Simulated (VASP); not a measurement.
# Ni (Fd-3m) in VASP: a series of runs, part 2 of 2

VASP 6.6.1.

## Step 3: Single point, revPBE, collinear spin, ferromagnetic start (volume scaled by 0.96)

Input file INCAR:

```
PREC = Accurate ; ENCUT = 520
EDIFF = 1E-6 ; ISMEAR = -1
SIGMA = 0.05 ; LREAL = F
LASPH = T ; NELM = 150
ALGO = Normal ; ISIF = 2
LWAVE = F ; LCHARG = F
ISPIN = 2 ; MAGMOM = -0.849 -0.849
LORBIT = 11 ; LMAXMIX = 4
GGA = RE ; NBANDS = 21
```

Input file KPOINTS:

```
regular mesh
0
Gamma
  12 12 12
```

Input file POSCAR:

```
Ni
1.0
    0.0000000000      2.5381304598      2.5381304598
    2.5381304598      0.0000000000      2.5381304598
    2.5381304598      2.5381304598      0.0000000000
Ni
2
Direct
    0.1250000000      0.1250000000      0.1250000000
    0.8750000000      0.8750000000      0.8750000000
```

Potentials or basis: VASP PAW PBE potentials, release 64 (Ni).

Command:

```
$ cat potpaw_PBE.64/Ni/POTCAR > POTCAR
$ mpirun -np 1 vasp_std > vasp.out
```

Wall time 1.9 min (1 thread of Intel Xeon Platinum 8259CL at 2.50GHz (Skylake/Cascade Lake), shared host); peak memory 0.21 GiB.

It converged, with:

* Free energy: -7.8255 eV
* Pressure: 3.7 GPa
* Net moment: -1.56 μB per cell
* Site moments: Ni -0.79 μB
* Valence electrons inside the program's atomic spheres: Ni 9.23

Levels at points of the mesh, in eV from the Fermi level:
Spin up:
```csv
k point,band 5,band 6,band 7,band 8,band 9,band 10,band 11,band 12,band 13,band 14
"(0.00, 0.00, 0.00)",-2.43,-2.43,-0.90,-0.90,-0.90,0.12,0.12,11.87,11.87,11.87
"(0.50, 0.00, 0.00)",-2.37,-2.37,-1.51,-0.57,-0.57,-0.01,-0.01,1.05,8.64,8.64
"(0.50, 0.50, 0.00)",-2.03,-2.03,-1.13,-1.13,0.13,0.13,1.43,1.43,4.43,4.43
```
Spin down:
| k point | band 8 | band 9 | band 10 | band 11 | band 12 | band 13 | band 14 | band 15 |
| --- | --- | --- | --- | --- | --- | --- | --- | --- |
| (0.00, 0.00, 0.00) | -1.74 | -1.74 | -0.79 | -0.79 | 11.74 | 11.74 | 11.74 | 12.30 |
| (0.50, 0.00, 0.00) | -1.41 | -1.41 | -0.94 | -0.94 | 0.33 | 8.56 | 8.56 | 12.21 |
| (0.50, 0.50, 0.00) | -1.96 | -0.82 | -0.82 | 0.93 | 0.93 | 4.46 | 4.46 | 9.26 |

Caveat: the cell differs from its parent crystal (volume scaled by 0.96); the PAW data sets were made with another functional, which shifts forces and pressure a little.

## Step 4: Single point, revPBE, collinear spin, ferromagnetic start

This run uses another cell than the first one, of 17.03 Å³/atom, 1.087 times its volume.

Input file INCAR:

```
PREC = Accurate
ENCUT = 520
EDIFF = 1E-7
ISMEAR = -1
SIGMA = 0.05
LREAL = F
LASPH = T
NELM = 150
ALGO = Normal
ISIF = 2
LWAVE = F
LCHARG = T
ISPIN = 2
MAGMOM = -0.849 -0.849
LORBIT = 11
LMAXMIX = 4
GGA = RE
LELF = T
LVHAR = T
NBANDS = 21
```

KPOINTS is that of step 3.

Input file POSCAR:

```
Ni
1.0
    0.0000000000      2.5729036913      2.5729036913
    2.5729036913      0.0000000000      2.5729036913
    2.5729036913      2.5729036913      0.0000000000
Ni
2
Direct
    0.1250000000      0.1250000000      0.1250000000
    0.8750000000      0.8750000000      0.8750000000
```

Potentials or basis: VASP PAW PBE potentials, release 64 (Ni).

Command:

```
$ cat potpaw_PBE.64/Ni/POTCAR > POTCAR
$ mpirun -np 1 vasp_std > vasp.out
```

OUTCAR:

```text
PREC = Accurate
   ENCUT = 520
   EDIFF = 1E-7
   ISMEAR = -1
   LREAL = F
   LASPH = T
   NELM = 150
   ISIF = 2
   ISPIN = 2
   LORBIT = 11
   GGA = RE

 ion  position               nearest neighbor table
   1  0.125  0.125  0.125-   2 2.23   2 2.23   2 2.23   2 2.23
   2  0.875  0.875  0.875-   1 2.23   1 2.23   1 2.23   1 2.23

  LATTYP: Found a face centered cubic cell.
 ALAT       =     5.1458073826

  Lattice vectors:

 A1 = (   0.0000000000,   2.5729036913,   2.5729036913)
 A2 = (   2.5729036913,   0.0000000000,   2.5729036913)
 A3 = (   2.5729036913,   2.5729036913,   0.0000000000)
[... 1366 lines left out ...]
  external PRESSURE =       0.9339093 kB  Pullay stress =       0.0000000 kB

 VOLUME and BASIS-vectors are now :
 -----------------------------------------------------------------------------
  energy-cutoff  :      520.00
  volume of cell :       34.06
      direct lattice vectors                 reciprocal lattice vectors
     0.000000000  2.572903691  2.572903691    -0.194332964  0.194332964  0.194332964
     2.572903691  0.000000000  2.572903691     0.194332964 -0.194332964  0.194332964
     2.572903691  2.572903691  0.000000000     0.194332964  0.194332964 -0.194332964

 POSITION                                       TOTAL-FORCE (eV/Angst)
 -----------------------------------------------------------------------------------
      0.64323      0.64323      0.64323         0.000000      0.000000      0.000000
      4.50258      4.50258      4.50258        -0.000000     -0.000000     -0.000000
 -----------------------------------------------------------------------------------
    total drift:                                0.000000      0.000000     -0.000000

  FREE ENERGIE OF THE ION-ELECTRON SYSTEM (eV)
  ---------------------------------------------------
  free  energy   TOTEN  =        -7.8412565537 eV

  energy  without entropy=       -7.8099622024  energy(sigma->0) =       -7.82560938

 total charge

# of ion       s       p       d       tot
------------------------------------------
    1        0.529   0.325   8.324   9.178
    2        0.529   0.325   8.324   9.178
--------------------------------------------------
tot          1.059   0.651  16.647  18.357

 magnetization (x)

# of ion       s       p       d       tot
------------------------------------------
    1        0.015   0.020  -0.832  -0.797
    2        0.015   0.020  -0.832  -0.797
--------------------------------------------------
tot          0.031   0.039  -1.664  -1.595
```

OSZICAR:

```text
N       E                     dE             d eps       ncg     rms          rms(c)
DAV:   1     0.103513743881E+03    0.10351E+03   -0.87537E+03  6152   0.118E+03
DAV:   2    -0.319341922350E+01   -0.10671E+03   -0.98182E+02  6128   0.222E+02
DAV:   3    -0.899917598545E+01   -0.58058E+01   -0.55892E+01  7049   0.614E+01
DAV:   4    -0.907351159586E+01   -0.74336E-01   -0.74292E-01  6858   0.676E+00
DAV:   5    -0.907535342662E+01   -0.18418E-02   -0.18418E-02  7029   0.102E+00    0.112E+01
DAV:   6    -0.892936945957E+01    0.14598E+00   -0.10237E+01  7032   0.530E+01    0.114E+01
DAV:   7    -0.784769301709E+01    0.10817E+01   -0.35617E+00  7040   0.265E+01    0.234E+00
DAV:   8    -0.784656806795E+01    0.11249E-02   -0.30759E-02  7028   0.146E+00    0.135E+00
DAV:   9    -0.784157227091E+01    0.49958E-02   -0.39600E-03  8007   0.786E-01    0.402E-01
DAV:  10    -0.784115421133E+01    0.41806E-03   -0.99126E-04  7914   0.375E-01    0.117E-01
DAV:  11    -0.784125687083E+01   -0.10266E-03   -0.24848E-04  7895   0.163E-01    0.679E-02
DAV:  12    -0.784126450897E+01   -0.76381E-05   -0.16236E-05  6536   0.424E-02    0.301E-02
DAV:  13    -0.784125816410E+01    0.63449E-05   -0.34559E-06  7845   0.209E-02    0.813E-03
DAV:  14    -0.784125662284E+01    0.15413E-05   -0.52865E-07  7653   0.646E-03    0.144E-03
DAV:  15    -0.784125655374E+01    0.69099E-07   -0.29984E-08  4138   0.160E-03
   1 F= -.78412566E+01 E0= -.78256094E+01  d E =-.312944E-01  mag=    -1.5704
```

Run time: 2.1 min. Hardware: 1 thread of Intel Xeon Platinum 8259CL at 2.50GHz (Skylake/Cascade Lake), shared host; peak memory 0.21 GiB.

What came out:

```
Free energy                                           : -7.8413 eV
Pressure                                              : 0.1 GPa
Net moment                                            : -1.57 μB per cell
Site moments                                          : Ni -0.80 μB
Valence electrons inside the program's atomic spheres : Ni 9.18
```

Caveat: the PAW data sets were made with another functional, which shifts forces and pressure a little.

## Step 5: Single point, revPBE, collinear spin, ferromagnetic start (volume scaled by 1.04)

Input file INCAR:

```
PREC = Accurate
ENCUT = 520
EDIFF = 1E-6
ISMEAR = -1
SIGMA = 0.05
LREAL = False
LASPH = True
NELM = 150
ALGO = Normal
ISIF = 2
LWAVE = False
LCHARG = False
ISPIN = 2
MAGMOM = -0.849 -0.849
LORBIT = 11
LMAXMIX = 4
GGA = RE
NBANDS = 21
```

KPOINTS is that of step 4.

Input file POSCAR:

```
Ni
1.0
    0.0000000000      2.6067615700      2.6067615700
    2.6067615700      0.0000000000      2.6067615700
    2.6067615700      2.6067615700      0.0000000000
Ni
2
Direct
    0.1250000000      0.1250000000      0.1250000000
    0.8750000000      0.8750000000      0.8750000000
```

Command:

```
$ cat potpaw_PBE.64/Ni/POTCAR > POTCAR
$ mpirun -np 1 vasp_std > vasp.out
```

It took 2.7 min on 1 thread of Intel Xeon Platinum 8259CL at 2.50GHz (Skylake/Cascade Lake), shared host; peak memory 0.22 GiB.

Results (log left out):

| Quantity | Value |
| --- | --- |
| Free energy | -7.8292 eV |
| Pressure | -2.8 GPa |
| Net moment | -1.58 μB per cell |
| Site moments | Ni -0.81 μB |
| Valence electrons inside the program's atomic spheres | Ni 9.13 |

Levels at points of the mesh, in eV from the Fermi level:
Spin up:
| k point | band 6 | band 7 | band 8 | band 9 | band 10 | band 11 | band 12 | band 13 |
| --- | --- | --- | --- | --- | --- | --- | --- | --- |
| (0.00, 0.00, 0.00) | -2.18 | -0.79 | -0.79 | -0.79 | 0.09 | 0.09 | 11.16 | 11.16 |
| (0.50, 0.00, 0.00) | -2.11 | -1.33 | -0.52 | -0.52 | -0.01 | -0.01 | 0.94 | 8.14 |
| (0.50, 0.50, 0.00) | -1.90 | -1.01 | -1.01 | 0.12 | 0.12 | 1.31 | 1.31 | 4.27 |
Spin down:
```tsv
k point	band 8	band 9	band 10	band 11	band 12	band 13	band 14	band 15
(0.00, 0.00, 0.00)	-1.66	-1.66	-0.81	-0.81	11.04	11.04	11.04	11.69
(0.50, 0.00, 0.00)	-1.36	-1.28	-0.95	-0.95	0.20	8.07	8.07	11.86
(0.50, 0.50, 0.00)	-1.84	-0.85	-0.85	0.82	0.82	4.31	4.31	8.79
```

Caveat: the cell differs from its parent crystal (volume scaled by 1.04); the PAW data sets were made with another functional, which shifts forces and pressure a little.

## Step 6: Summary

| cell | gap on the mesh (eV) | pressure (GPa) | moment (μB) |
| --- | --- | --- | --- |
| a = 3.539 Å, angles 60.0°, 2 atoms | none | 8.4 | 1.55 |
| a = 3.589 Å, angles 60.0°, 2 atoms | none | 3.7 | 1.56 |
| a = 3.639 Å, angles 60.0°, 2 atoms | none | 0.1 | 1.57 |
| a = 3.687 Å, angles 60.0°, 2 atoms | none | -2.8 | 1.58 |

Alike in all rows: task single point; level revPBE; potentials or basis VASP PAW PBE potentials, release 64 (Ni); spin collinear, ferromagnetic start; k mesh 12 × 12 × 12; cutoff (eV) 520; smearing fermi-dirac 0.05 eV.

Caveats: the PAW data sets were made with another functional, which shifts forces and pressure a little.

Absolute energies hang on the potentials; compare differences alone.
